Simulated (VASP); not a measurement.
# Au in VASP: single point with PBEsol

Aim: the single point of Au with PBEsol.

All numbers are computed with VASP 6.6.1; they aren't measurements. Logs are shortened: lines on timing, memory, paths and dates and some standing lists are left out, and cuts for length are marked.

**1. The cell of the first run**

The cell holds a atom, 1 atom: a = 14.000 Å, b = 14.400 Å, c = 14.800 Å, α = 90.00°, β = 90.00°, γ = 90.00°.

**2. Single point, PBEsol, collinear spin, ferromagnetic start**

Contents of INCAR:

```
SYSTEM = Au
ALGO = Normal
EDIFF = 1E-6
ENCUT = 520
GGA = PS
ISIF = 2
ISMEAR = -1
ISPIN = 2
ISYM = 0
LASPH = .TRUE.
LCHARG = .TRUE.
LELF = .TRUE.
LMAXMIX = 4
LORBIT = 11
LREAL = .FALSE.
LVHAR = .TRUE.
LWAVE = .FALSE.
MAGMOM = 3
NBANDS = 16
NELM = 150
PREC = Accurate
SIGMA = 0.01
```

Contents of KPOINTS:

```
k-points
0
G
  1 1 1
  0 0 0
```

Contents of POSCAR:

```
Au
1.0
   14.0000000000      0.0000000000      0.0000000000
    0.0000000000     14.4000000000      0.0000000000
    0.0000000000      0.0000000000     14.8000000000
Au
1
Direct
    0.5000000000      0.5000000000      0.5000000000
```

Potentials or basis: VASP PAW PBE potentials, release 64 (Au).

Started as:

```console
cat potpaw_PBE.64/Au/POTCAR > POTCAR
mpirun -np 1 vasp_gam > vasp.out
```

OUTCAR:

```text
SYSTEM = Au
   EDIFF = 1E-6
   ENCUT = 520
   GGA = PS
   ISIF = 2
   ISMEAR = -1
   ISPIN = 2
   ISYM = 0
   LASPH = .TRUE.
   LORBIT = 11
   LREAL = .FALSE.
   NELM = 150
   PREC = Accurate

 ion  position               nearest neighbor table
   1  0.500  0.500  0.500-

IMPORTANT INFORMATION: All symmetrisations will be switched off!
NOSYMM: (Re-)initialisation of all symmetry stuff for point group C_1.

----------------------------------------------------------------------------------------

                                     Primitive cell

  volume of cell :    2983.6800

  direct lattice vectors                    reciprocal lattice vectors
    14.000000000  0.000000000  0.000000000     0.071428571  0.000000000  0.000000000
     0.000000000 14.400000000  0.000000000     0.000000000  0.069444444  0.000000000
     0.000000000  0.000000000 14.800000000     0.000000000  0.000000000  0.067567568

  length of vectors
    14.000000000 14.400000000 14.800000000     0.071428571  0.069444444  0.067567568

  position of ions in fractional coordinates (direct lattice)
     0.500000000  0.500000000  0.500000000

  ion indices of the primitive-cell ions
   primitive index   ion index
                 1           1

----------------------------------------------------------------------------------------

 KPOINTS: k-points

Automatic generation of k-mesh.
 Grid dimensions read from file:
 generate k-points for:    1    1    1

 Generating k-lattice:

  Cartesian coordinates                     Fractional coordinates (reciprocal lattice)
     0.071428571  0.000000000  0.000000000     1.000000000  0.000000000  0.000000000
     0.000000000  0.069444444  0.000000000     0.000000000  1.000000000  0.000000000
     0.000000000  0.000000000  0.067567568     0.000000000  0.000000000  1.000000000

  Length of vectors
     0.071428571  0.069444444  0.067567568

  Shift w.r.t. Gamma in fractional coordinates (k-lattice)
     0.000000000  0.000000000  0.000000000

 Subroutine IBZKPT returns following result:
 ===========================================

 Found      1 irreducible k-points:

 Following reciprocal coordinates:
            Coordinates               Weight
  0.000000  0.000000  0.000000      1.000000
   k-points           NKPTS =      1   k-points in BZ     NKDIM =      1   number of bands    NBANDS=     16
   number of dos      NEDOS =    301   number of ions     NIONS =      1
   total plane-waves  NPLWV = ******
   dimension x,y,z NGX =   108 NGY =  108 NGZ =  112
   dimension x,y,z NGXF=   216 NGYF=  216 NGZF=  224
   ions per type =               1
   NGX,Y,Z   is equivalent  to a cutoff of  12.82, 12.47, 12.58 a.u.
   NGXF,Y,Z  is equivalent  to a cutoff of  25.65, 24.94, 25.16 a.u.
 SYSTEM =  Au
   PREC   = accura    normal or accurate (medium, high low for compatibility)
   ISTART =      0    job   : 0-new  1-cont  2-samecut
   ICHARG =      2    charge: 1-file 2-atom 10-const
   ISPIN  =      2    spin polarized calculation?
   LNONCOLLINEAR =      F non collinear calculations
   LSORBIT =      F    spin-orbit coupling
   LASPH  =      T    aspherical Exc in radial PAW
   ENCUT  =  520.0 eV  38.22 Ry    6.18 a.u.  26.03 26.77 27.52*2*pi/ulx,y,z
   NELM   =    150;   NELMIN=  2; NELMDL= -5     # of ELM steps
   EDIFF  = 0.1E-05   stopping-criterion for ELM
   LREAL  =      F    real-space projection
   EDIFFG = 0.1E-04   stopping-criterion for IOM
   NSW    =      0    number of steps for IOM
   IBRION =     -1    ionic relax: 0-MD 1-quasi-New 2-CG
   NFREE  =      0    steps in history (QN), initial steepest desc. (CG)
   ISIF   =      2    stress and relaxation
   ISYM   =      0    0-nonsym 1-usesym 2-fastsym
   POTIM  = 0.5000    time-step for ionic-motion
   TEBEG  =    0.0;   TEEND  =   0.0 temperature during run
   PSTRESS=    0.0 pullay stress
   NELECT =      11.0000    total number of electrons
   NUPDOWN=      -1.0000    fix difference up-down
   EMIN   =  10.00;   EMAX   =-10.00  energy-range for DOS
   EFERMI =   0.00;   METHOD = LEGACY
   ISMEAR =    -1;   SIGMA  =   0.01  broadening in eV -4-tet -1-fermi 0-gaus
   EFERMI_NEDOS =   21; number of points for ismear=-14 and -15
   IALGO  =     38    algorithm
   IMIX   =      4    mixing-type and parameters
     AMIX     =   0.40;   BMIX     =  1.00
     AMIX_MAG =   1.60;   BMIX_MAG =  1.00
  volume/ion in A,a.u.               =    2983.68     20134.87
  Fermi-wavevector in a.u.,A,eV,Ry     =   0.252904  0.477918  0.870232  0.063960
  Thomas-Fermi vector in A             =   1.072337
   LORBIT       =     11    0 simple, 1 ext, 2 COOP (PROOUT), +10 PAW based schemes
   GGA     = PS    functional components
   LHFCALC =     F    Hartree Fock is set to
   AEXX    =    0.0000 exact exchange contribution
   IVDW    =     0    specifies the selected vdW correction
   LEPSILON=     F    determine dielectric tensor
   LRPA    =     F    only Hartree local field effects (RPA)
 spin polarized calculation
  energy-cutoff  :      520.00
  volume of cell :     2983.68
 maximum number of plane-waves:     40220
 NGX is ok and might be reduce to   108
   NGX = 53   NGY = 53   NGZ = 55

 number of electron      11.0000001 magnetization       1.0000429

 Free energy of the ion-electron system (eV)
  ---------------------------------------------------
  ext. energy  EPLUGINS =         0.00000000
  ---------------------------------------------------
  free energy    TOTEN  =        -0.20333952 eV

  energy without entropy =       -0.20333952  energy(sigma->0) =       -0.20333952

 E-fermi :  -5.8195     XC(G=0):  -0.2829

 val. band max:       -6.0542872568   @ k =   0.0000   0.0000   0.0000
 cond. band min:      -5.2880065500   @ k =   0.0000   0.0000   0.0000
 fundamental gap:      0.7662807068
 Fermi energy:        -5.8194850506

 spin component 1

 k-point     1 :       0.0000    0.0000    0.0000
  band No.  band energies     occupation
      1      -6.9285      1.00000
      2      -6.9285      1.00000
      3      -6.9285      1.00000
      4      -6.9285      1.00000
      5      -6.9285      1.00000
      6      -6.0543      1.00000
[... 8 lines left out ...]
     15       0.8308      0.00000
     16       0.8719      0.00000
 Fermi energy:        -5.8194850506

 spin component 2

 k-point     1 :       0.0000    0.0000    0.0000
  band No.  band energies     occupation
      1      -6.6413      1.00000
      2      -6.6413      1.00000
      3      -6.6413      1.00000
      4      -6.6413      1.00000
      5      -6.6413      1.00000
      6      -5.2880      0.00000
[... 8 lines left out ...]
     15       0.9195      0.00000
     16       0.9546      0.00000

------------------------ aborting loop because EDIFF is reached ----------------------------------------

  FORCE on cell =-STRESS in cart. coord.  units (eV):
  Direction    XX          YY          ZZ          XY          YZ          ZX
  --------------------------------------------------------------------------------------
  -------------------------------------------------------------------------------------
  Total       -0.0144435     -0.0147395     -0.0146109      0.0000011     -0.0000016     -0.0000043
  in kB       -0.0077559     -0.0079148     -0.0078458      0.0000006     -0.0000009     -0.0000023
  external PRESSURE =      -0.0078388 kB  Pullay stress =       0.0000000 kB

 VOLUME and BASIS-vectors are now :
 -----------------------------------------------------------------------------
  energy-cutoff  :      520.00
  volume of cell :     2983.68
      direct lattice vectors                 reciprocal lattice vectors
    14.000000000  0.000000000  0.000000000     0.071428571  0.000000000  0.000000000
     0.000000000 14.400000000  0.000000000     0.000000000  0.069444444  0.000000000
     0.000000000  0.000000000 14.800000000     0.000000000  0.000000000  0.067567568

 POSITION                                       TOTAL-FORCE (eV/Angst)
 -----------------------------------------------------------------------------------
      7.00000      7.20000      7.40000        -0.000000      0.000000     -0.000000
 -----------------------------------------------------------------------------------
    total drift:                               -0.000000      0.000000     -0.000000

  FREE ENERGIE OF THE ION-ELECTRON SYSTEM (eV)
  ---------------------------------------------------
  free  energy   TOTEN  =        -0.2033395214 eV

  energy  without entropy=       -0.2033395214  energy(sigma->0) =       -0.20333952

 total charge

# of ion       s       p       d       tot
------------------------------------------
    1        0.467   0.000   9.036   9.503

 magnetization (x)

# of ion       s       p       d       tot
------------------------------------------
    1        0.467   0.000  -0.031   0.436
```

Run time: 13 min. Hardware: 1 thread of AMD EPYC 7R13, shared host; peak memory 2.7 GiB.

Results:

```yaml
Free_energy: -0.2033 eV
Pressure: 0.0 GPa
Band_gap_on_the_k_mesh: 0.77 eV
Net_moment: 1.00 μB per cell
Site_moments: Au +0.44 μB
Valence_electrons_inside_the_program's_atomic_spheres: Au 9.50
```

Caveat: the PAW data sets were made with another functional, which shifts forces and pressure a little; spin-orbit coupling is left out, which moves the levels of the heavy elements.
